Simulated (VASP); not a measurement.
# SiP7 (P-6m2) in VASP: single point with PBE

Aim: the single point of SiP7 with PBE.

Everything below comes from runs of VASP 6.6.1. Logs are shortened: lines on timing, memory, paths and dates and some standing lists are left out, and cuts for length are marked.

## 1. The cell of the first run

Symmetry: P-6m2, No. 187, hexagonal system. The conventional cell has a = 5.478 Å, b = 5.478 Å, c = 4.498 Å, α = 90.00°, β = 90.00°, γ = 120.00°. Si (site symmetry -6m2) has 12 P at 2.74 to 2.82 Å within 3.6 Å. P (site symmetry mm2) has 10 P at 2.57 to 2.91 Å and 2 Si at 2.74 Å within 3.4 Å. Within 3.3 Å of P (site symmetry mm2) lie 10 P at 2.54 to 2.94 Å and 2 Si at 2.82 Å. Within 3.6 Å of P (site symmetry -6m2) lie 12 P at 2.70 to 2.74 Å.

## 2. Single point, PBE

File INCAR:

```
ALGO = Normal ; EDIFF = 1E-6
ENCUT = 500 ; GGA = PE
GGA_COMPAT = F ; ISIF = 2
ISMEAR = 0 ; LASPH = T
LCHARG = F ; LREAL = F
LWAVE = F ; NBANDS = 30
NELM = 120 ; PREC = Accurate
SIGMA = 0.2
```

File KPOINTS:

```
k-points
0
Gamma
  3 3 3
```

File POSCAR:

```
SiP7
1.0
    5.4783383819      0.0000000000      0.0000000000
   -2.7391691909      4.7443802092      0.0000000000
    0.0000000000      0.0000000000      4.4982245561
Si P
1 7
Direct
    0.0000000000      0.0000000000      0.0000000000
    0.4898673296      0.9797346592      0.0000000000
    0.4898673296      0.5101326704      0.0000000000
    0.0202653408      0.5101326704      0.0000000000
    0.3579023112      0.1789511556      0.5000000000
    0.8210488444      0.1789511556      0.5000000000
    0.8210488444      0.6420976888      0.5000000000
    0.3333333333      0.6666666667      0.5000000000
```

Potentials or basis: VASP PAW PBE potentials, release 64 (Si, P).

Command:

```
$ cat potpaw_PBE.64/Si/POTCAR potpaw_PBE.64/P/POTCAR > POTCAR
$ mpirun -np 1 vasp_std > vasp.out
```

OUTCAR:

```text
EDIFF = 1E-6
   ENCUT = 500
   GGA = PE
   ISIF = 2
   ISMEAR = 0
   LASPH = T
   LREAL = F
   NELM = 120
   PREC = Accurate

 ion  position               nearest neighbor table
   1  0.000  0.000  0.000-   4 2.74   4 2.74   3 2.74   3 2.74   2 2.74   2 2.74   7 2.82   7 2.82
                             6 2.82   6 2.82   5 2.82   5 2.82
   2  0.490  0.980  0.000-   3 2.57   4 2.57   8 2.70   8 2.70   1 2.74   1 2.74   5 2.75   5 2.75
                             6 2.75   6 2.75   3 2.91   4 2.91
   3  0.490  0.510  0.000-   2 2.57   4 2.57   8 2.70   8 2.70   1 2.74   1 2.74   5 2.75   5 2.75
                             7 2.75   7 2.75   2 2.91   4 2.91
   4  0.020  0.510  0.000-   2 2.57   3 2.57   8 2.70   8 2.70   1 2.74   1 2.74   6 2.75   6 2.75
                             7 2.75   7 2.75   2 2.91   3 2.91
   5  0.358  0.179  0.500-   7 2.54   6 2.54   8 2.74   8 2.74   3 2.75   3 2.75   2 2.75   2 2.75
                             1 2.82   1 2.82   7 2.94   6 2.94
   6  0.821  0.179  0.500-   7 2.54   5 2.54   8 2.74   8 2.74   4 2.75   4 2.75   2 2.75   2 2.75
                             1 2.82   1 2.82   7 2.94   5 2.94
   7  0.821  0.642  0.500-   6 2.54   5 2.54   8 2.74   8 2.74   4 2.75   4 2.75   3 2.75   3 2.75
                             1 2.82   1 2.82   6 2.94   5 2.94
   8  0.333  0.667  0.500-   2 2.70   2 2.70   4 2.70   4 2.70   3 2.70   3 2.70   5 2.74   7 2.74
                             6 2.74   6 2.74   5 2.74   7 2.74

  LATTYP: Found a hexagonal cell.
 ALAT       =     5.4783383819
 C/A-ratio  =     0.8210928648

  Lattice vectors:

 A1 = (   5.4783383819,   0.0000000000,   0.0000000000)
 A2 = (  -2.7391691909,   4.7443802092,   0.0000000000)
 A3 = (   0.0000000000,   0.0000000000,   4.4982245561)

Analysis of symmetry for initial positions (statically):
=====================================================================
 Subroutine PRICEL returns:
 Original cell was already a primitive cell.

 Routine SETGRP: Setting up the symmetry group for a
 hexagonal supercell.

 Subroutine GETGRP returns: Found 12 space group operations
 (whereof 12 operations were pure point group operations)
 out of a pool of 24 trial point group operations.

The static configuration has the point symmetry D_3h.

Analysis of symmetry for dynamics (positions and initial velocities):
=====================================================================
 Subroutine PRICEL returns:
 Original cell was already a primitive cell.

 Routine SETGRP: Setting up the symmetry group for a
 hexagonal supercell.

 Subroutine GETGRP returns: Found 12 space group operations
 (whereof 12 operations were pure point group operations)
 out of a pool of 24 trial point group operations.

The dynamic configuration has the point symmetry D_3h.

[... 102 lines left out ...]
   NELECT =      39.0000    total number of electrons
   NUPDOWN=      -1.0000    fix difference up-down
   EMIN   =  10.00;   EMAX   =-10.00  energy-range for DOS
   EFERMI =   0.00;   METHOD = LEGACY
   ISMEAR =     0;   SIGMA  =   0.20  broadening in eV -4-tet -1-fermi 0-gaus
   EFERMI_NEDOS =   21; number of points for ismear=-14 and -15
   IALGO  =     38    algorithm
   IMIX   =      4    mixing-type and parameters
     AMIX     =   0.40;   BMIX     =  1.00
     AMIX_MAG =   1.60;   BMIX_MAG =  1.00
  volume/ion in A,a.u.               =      14.61        98.62
  Fermi-wavevector in a.u.,A,eV,Ry     =   1.135376  2.145550 17.538993  1.289080
  Thomas-Fermi vector in A             =   2.272081
   LORBIT       =      0    0 simple, 1 ext, 2 COOP (PROOUT), +10 PAW based schemes
   GGA     = PE    functional components
   LHFCALC =     F    Hartree Fock is set to
   AEXX    =    0.0000 exact exchange contribution
   IVDW    =     0    specifies the selected vdW correction
   LEPSILON=     F    determine dielectric tensor
   LRPA    =     F    only Hartree local field effects (RPA)
 non-spin polarized calculation
 Gauss-broadening in eV      SIGMA  =   0.20
  energy-cutoff  :      500.00
  volume of cell :      116.91
 maximum number of plane-waves:      2976
 NGX is ok and might be reduce to    40
   NGX = 19   NGY = 19   NGZ = 17

 number of electron      39.0000001 magnetization

 Free energy of the ion-electron system (eV)
  ---------------------------------------------------
  ext. energy  EPLUGINS =         0.00000000
  ---------------------------------------------------
  free energy    TOTEN  =       -37.31120922 eV

  energy without entropy =      -37.21484452  energy(sigma->0) =      -37.26302687

 E-fermi :   9.6202     XC(G=0): -11.4043

 val. band max:        9.5997100336   @ k =   0.3333   0.3333   0.0000
 cond. band min:       9.6572445072   @ k =   0.0000   0.0000   0.0000
 fundamental gap:      0.0575344735
 Fermi energy:         9.6202398825

 k-point     1 :       0.0000    0.0000    0.0000
  band No.  band energies     occupation
      1      -6.4873      2.00000
      2      -1.5220      2.00000
      3      -1.1868      2.00000
      4      -1.1868      2.00000
      5      -0.0580      2.00000
      6       0.4472      2.00000
[... 187 lines left out ...]
     29      12.9171      0.00000
     30      13.2948      0.00000

------------------------ aborting loop because EDIFF is reached ----------------------------------------

  FORCE on cell =-STRESS in cart. coord.  units (eV):
  Direction    XX          YY          ZZ          XY          YZ          ZX
  --------------------------------------------------------------------------------------
  -------------------------------------------------------------------------------------
  Total       -0.2643360     -0.2643360     -0.1877529     -0.0000000     -0.0000000      0.0000000
  in kB       -3.6224089     -3.6224089     -2.5729293     -0.0000000     -0.0000000      0.0000000
  external PRESSURE =      -3.2725824 kB  Pullay stress =       0.0000000 kB

 VOLUME and BASIS-vectors are now :
 -----------------------------------------------------------------------------
  energy-cutoff  :      500.00
  volume of cell :      116.91
      direct lattice vectors                 reciprocal lattice vectors
     5.478338382  0.000000000  0.000000000     0.182537100  0.105387844  0.000000000
    -2.739169191  4.744380209  0.000000000     0.000000000  0.210775687  0.000000000
     0.000000000  0.000000000  4.498224556     0.000000000  0.000000000  0.222309933

 POSITION                                       TOTAL-FORCE (eV/Angst)
 -----------------------------------------------------------------------------------
      0.00000      0.00000      0.00000        -0.000000     -0.000000     -0.000000
      0.00000      4.64823      0.00000         0.000000      0.019621      0.000000
      1.28632      2.42026      0.00000         0.016992     -0.009810     -0.000000
     -1.28632      2.42026      0.00000        -0.016992     -0.009810     -0.000000
      1.47053      0.84901      2.24911        -0.036590     -0.021125     -0.000000
      4.00781      0.84901      2.24911         0.036590     -0.021125     -0.000000
      2.73917      3.04636      2.24911         0.000000      0.042250     -0.000000
     -0.00000      3.16292      2.24911        -0.000000     -0.000000     -0.000000
 -----------------------------------------------------------------------------------
    total drift:                                0.000001     -0.000000     -0.000000

  FREE ENERGIE OF THE ION-ELECTRON SYSTEM (eV)
  ---------------------------------------------------
  free  energy   TOTEN  =       -37.3112092197 eV

  energy  without entropy=      -37.2148445247  energy(sigma->0) =      -37.26302687
```

OSZICAR:

```text
N       E                     dE             d eps       ncg     rms          rms(c)
DAV:   1     0.106758510711E+03    0.10676E+03   -0.16199E+04   360   0.109E+03
DAV:   2    -0.299671350699E+02   -0.13673E+03   -0.13106E+03   454   0.171E+02
DAV:   3    -0.372803747082E+02   -0.73132E+01   -0.71818E+01   450   0.371E+01
DAV:   4    -0.373954258064E+02   -0.11505E+00   -0.11428E+00   480   0.528E+00
DAV:   5    -0.373966886341E+02   -0.12628E-02   -0.12623E-02   436   0.512E-01    0.112E+01
DAV:   6    -0.373340669702E+02    0.62622E-01   -0.52776E-02   450   0.989E-01    0.655E+00
DAV:   7    -0.373111417242E+02    0.22925E-01   -0.80033E-02   422   0.114E+00    0.318E-01
DAV:   8    -0.373111741606E+02   -0.32436E-04   -0.32547E-03   488   0.273E-01    0.200E-01
DAV:   9    -0.373111904067E+02   -0.16246E-04   -0.40385E-04   428   0.888E-02    0.743E-02
DAV:  10    -0.373112086554E+02   -0.18249E-04   -0.38314E-05   472   0.301E-02    0.257E-02
DAV:  11    -0.373112092197E+02   -0.56434E-06   -0.72073E-06   428   0.126E-02
   1 F= -.37311209E+02 E0= -.37263027E+02  d E =-.963647E-01
```

It took 17 s on 1 thread of Intel Xeon Platinum 8488C (Sapphire Rapids), shared host; peak memory 0.22 GiB.

What came out:

```yaml
Free_energy: -37.3112 eV
Pressure: -0.3 GPa
Largest_force: 0.042 eV/Å
```

Forces in eV/Å, atoms in the order of the input:
```
Si   0.000  0.000  0.000
P    0.000  0.020  0.000
P    0.017 -0.010  0.000
P   -0.017 -0.010  0.000
P   -0.037 -0.021  0.000
P    0.037 -0.021  0.000
P    0.000  0.042  0.000
P    0.000  0.000  0.000
```

Caveat: the k points lie up to 0.47 Å⁻¹ apart.
